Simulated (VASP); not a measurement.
# B2P3 (Pm-3m) in VASP: a series of runs, part 4 of 4

VASP 6.6.1. Earlier steps stand in the parts before.

## Step 6: Relaxation of cell and atoms, PBE

INCAR

```
PREC     = Accurate       # precision mode
ENCUT    = 600            # plane-wave cutoff, eV
EDIFF    = 1E-6           # SCF threshold, eV
ISMEAR   = 0              # smearing method
SIGMA    = 0.1            # smearing width, eV
LREAL    = F              # projectors in reciprocal space
LASPH    = T              # aspherical terms in the spheres
NELM     = 80             # most SCF steps
ALGO     = Normal         # electronic algorithm
ISIF     = 3              # what is computed and relaxed
LWAVE    = F              # write WAVECAR
LCHARG   = F              # write CHGCAR
GGA      = PE             # functional
IBRION   = 2              # ionic algorithm
NSW      = 100            # ionic steps
EDIFFG   = -0.01          # ionic threshold
```

KPOINTS

```
Automatic mesh
0
Gamma
  10 10 10
```

POSCAR

```
B2P3
1.0
    3.9981000610      0.0000000000      0.0000000000
    0.0000000000      3.9981000610      0.0000000000
    0.0000000000      0.0000000000      3.9981000610
B P
2 3
Direct
    0.5000000000      0.5000000000      0.5000000000
    0.0000000000      0.0000000000      0.0000000000
    0.5000000000      0.0000000000      0.0000000000
    0.0000000000      0.5000000000      0.0000000000
    0.0000000000      0.0000000000      0.5000000000
```

Potentials or basis: VASP PAW PBE potentials, release 64 (B, P).

Started as:

```console
cat potpaw_PBE.64/B/POTCAR potpaw_PBE.64/P/POTCAR > POTCAR
mpirun -np 1 vasp_std > vasp.out
```

OUTCAR:

```text
PREC = Accurate
   ENCUT = 600
   EDIFF = 1E-6
   ISMEAR = 0
   LREAL = F
   LASPH = T
   NELM = 80
   ISIF = 3
   GGA = PE
   IBRION = 2
   NSW = 100
   EDIFFG = -0.01

 ion  position               nearest neighbor table
   1  0.500  0.500  0.500-
   2  0.000  0.000  0.000-   3 2.00   4 2.00   5 2.00   5 2.00   4 2.00   3 2.00
   3  0.500  0.000  0.000-   2 2.00   2 2.00   5 2.83   5 2.83   4 2.83   4 2.83   4 2.83   5 2.83
                             5 2.83   4 2.83
   4  0.000  0.500  0.000-   2 2.00   2 2.00   5 2.83   5 2.83   3 2.83   3 2.83   5 2.83   5 2.83
                             3 2.83   3 2.83
   5  0.000  0.000  0.500-   2 2.00   2 2.00   4 2.83   3 2.83   3 2.83   4 2.83   4 2.83   4 2.83
                             3 2.83   3 2.83

  LATTYP: Found a simple cubic cell.
 ALAT       =     3.9981000610

  Lattice vectors:

 A1 = (   3.9981000610,   0.0000000000,   0.0000000000)
 A2 = (   0.0000000000,   3.9981000610,   0.0000000000)
 A3 = (   0.0000000000,   0.0000000000,   3.9981000610)

Analysis of symmetry for initial positions (statically):
=====================================================================
 Subroutine PRICEL returns:
 Original cell was already a primitive cell.

[... 244 lines left out ...]
     10       7.1691      2.00000
     11       8.4048      0.00000
     12       8.4048      0.00000
     13       8.4048      0.00000
     14       8.9806      0.00000
[... 377 lines left out ...]
      1      -7.7257      2.00000
      2      -3.8235      2.00000
      3      -1.4041      2.00000
      4      -0.3614      2.00000
      5       1.8409      2.00000
      6       2.4435      2.00000
      7       3.8758      2.00000
      8       4.7157      2.00000
      9       5.7339      2.00000
     10       6.5241      2.00000
     11       7.3317      2.00000
     12       7.7905      0.60303
     13       8.5688      0.00000
     14      10.0667      0.00000

 [... further k-points ...]
[... 5 lines left out ...]
  --------------------------------------------------------------------------------------
  -------------------------------------------------------------------------------------
  Total       -0.0266576     -0.0266576     -0.0266576     -0.0000000     -0.0000000     -0.0000000
  in kB       -0.6645618     -0.6645618     -0.6645618     -0.0000000     -0.0000000     -0.0000000
  external PRESSURE =      -0.6645618 kB  Pullay stress =       0.0000000 kB

 VOLUME and BASIS-vectors are now :
 -----------------------------------------------------------------------------
  energy-cutoff  :      600.00
  volume of cell :       64.27
      direct lattice vectors                 reciprocal lattice vectors
     4.005577616  0.000000000 -0.000000000     0.249651884 -0.000000000 -0.000000000
     0.000000000  4.005577616 -0.000000000     0.000000000  0.249651884  0.000000000
     0.000000000  0.000000000  4.005577616     0.000000000  0.000000000  0.249651884

 POSITION                                       TOTAL-FORCE (eV/Angst)
 -----------------------------------------------------------------------------------
      2.00279      2.00279      2.00279         0.000000      0.000000      0.000000
      0.00000      0.00000      0.00000         0.000000      0.000000      0.000000
      2.00279      0.00000     -0.00000         0.000000      0.000000      0.000000
      0.00000      2.00279     -0.00000        -0.000000      0.000000      0.000000
      0.00000      0.00000      2.00279        -0.000000      0.000000      0.000000
 -----------------------------------------------------------------------------------
    total drift:                                0.000000      0.000000     -0.000000

  FREE ENERGIE OF THE ION-ELECTRON SYSTEM (eV)
  ---------------------------------------------------
  free  energy   TOTEN  =       -22.2906846353 eV

  energy  without entropy=      -22.2815622048  energy(sigma->0) =      -22.28612342

 reached required accuracy - stopping structural energy minimisation
```

OSZICAR:

```text
N       E                     dE             d eps       ncg     rms          rms(c)
DAV:   1     0.710714606004E+02    0.71071E+02   -0.10087E+04  1568   0.146E+03
DAV:   2    -0.178822146785E+02   -0.88954E+02   -0.87141E+02  2048   0.207E+02
DAV:   3    -0.232429060651E+02   -0.53607E+01   -0.52139E+01  2182   0.472E+01
[... 13 lines left out ...]
DAV:   3    -0.222907101266E+02    0.16555E-03   -0.35471E-04  1920   0.105E-01    0.288E-02
DAV:   4    -0.222906880601E+02    0.22066E-04   -0.53111E-05  2148   0.397E-02    0.980E-03
DAV:   5    -0.222906863441E+02    0.17161E-05   -0.14750E-05  2112   0.174E-02    0.705E-03
DAV:   6    -0.222906850375E+02    0.13066E-05   -0.17681E-06  1260   0.742E-03    0.287E-03
DAV:   7    -0.222906846353E+02    0.40221E-06   -0.31970E-07   904   0.371E-03
   2 F= -.22290685E+02 E0= -.22286123E+02  d E =-.462403E-03
```

CONTCAR:

```text
B2P3
   1.00000000000000
     4.0055776164112062    0.0000000000000000   -0.0000000000000000
     0.0000000000000000    4.0055776164112062   -0.0000000000000000
     0.0000000000000000    0.0000000000000000    4.0055776164112062
  B               P
     2     3
Direct
     0.5000000000000000    0.5000000000000000    0.5000000000000000
     0.0000000000000000    0.0000000000000000    0.0000000000000000
     0.5000000000000000    0.0000000000000000    0.0000000000000000
     0.0000000000000000    0.5000000000000000    0.0000000000000000
     0.0000000000000000    0.0000000000000000    0.5000000000000000

  0.00000000E+00  0.00000000E+00  0.00000000E+00
  0.00000000E+00  0.00000000E+00  0.00000000E+00
  0.00000000E+00  0.00000000E+00  0.00000000E+00
  0.00000000E+00  0.00000000E+00  0.00000000E+00
  0.00000000E+00  0.00000000E+00  0.00000000E+00
```

It took 35 s on 1 thread of AMD EPYC 9R14 (Zen 4), shared host; peak memory 0.17 GiB.

What came out:

```
Free energy                            : -22.2907 eV
Relaxed volume                         : 12.85 Å³/atom
Relaxed cell                           : a = 4.006 Å, b = 4.006 Å, c = 4.006 Å, α = 90.00°, β = 90.00°, γ = 90.00°
Space group after relaxing (to 0.05 Å) : Pm-3m (No. 221)
Energy gained by relaxing              : 0.1 meV/atom
Ionic steps                            : 2
Pressure after relaxing                : -0.1 GPa
```

The path:
```csv
step,energy change (eV),largest force (eV/Å),pressure (GPa),volume (Å³)
1,0.0000,0.0000,0.49,63.91
2,-0.0005,0.0000,-0.07,64.27
```

Final structure:
```
B P
1.0
     4.00558    0.00000    0.00000
     0.00000    4.00558    0.00000
     0.00000    0.00000    4.00558
B P
2 3
Direct
  0.50000 0.50000 0.50000
  0.00000 0.00000 0.00000
  0.50000 0.00000 0.00000
  0.00000 0.50000 0.00000
  0.00000 0.00000 0.50000
```

Levels at points of the mesh, in eV from the Fermi level:
```csv
k point,band 7,band 8,band 9,band 10,band 11,band 12,band 13,band 14
"(0.00, 0.00, 0.00)",-5.91,-0.58,-0.58,-0.58,0.65,0.65,0.65,1.23
"(0.50, 0.00, 0.00)",-4.65,-3.03,-3.03,-1.55,1.00,1.00,1.40,1.72
"(0.50, 0.50, 0.00)",-2.10,-2.10,-1.87,-1.87,-0.91,0.19,2.17,2.17
"(0.50, 0.50, 0.50)",-6.38,-5.54,2.41,2.41,3.10,3.10,3.10,4.29
```

## Step 7: Overview

```tsv
task	cell	k mesh	cutoff (eV)	gap on the mesh (eV)	pressure (GPa)	relaxed volume (Å³/atom)
single point	a = 3.998 Å, 5 atoms	4 × 4 × 4	520	none	-0.3	-
single point	a = 4.232 Å, 5 atoms	4 × 4 × 4	520	none	-12.8	-
relaxation of cell and atoms	relaxed from a = 4.232 Å, 5 atoms	4 × 4 × 4	600	none	0.0	12.74
single point	a = 4.007 Å, 5 atoms	10 × 10 × 10	520	none	-0.2	-
relaxation of cell and atoms	relaxed from a = 3.998 Å, 5 atoms	10 × 10 × 10	600	none	-0.1	12.85
```

Alike in all rows: level PBE; potentials or basis VASP PAW PBE potentials, release 64 (B, P); no spin polarisation; smearing gaussian 0.1 eV.

Caveats: some runs use coarse meshes; the volume moved by over 15 % at a fixed basis, so the end points are rough (some runs).

Total energies depend on the potentials used, so only differences within one code and one set of settings carry meaning.
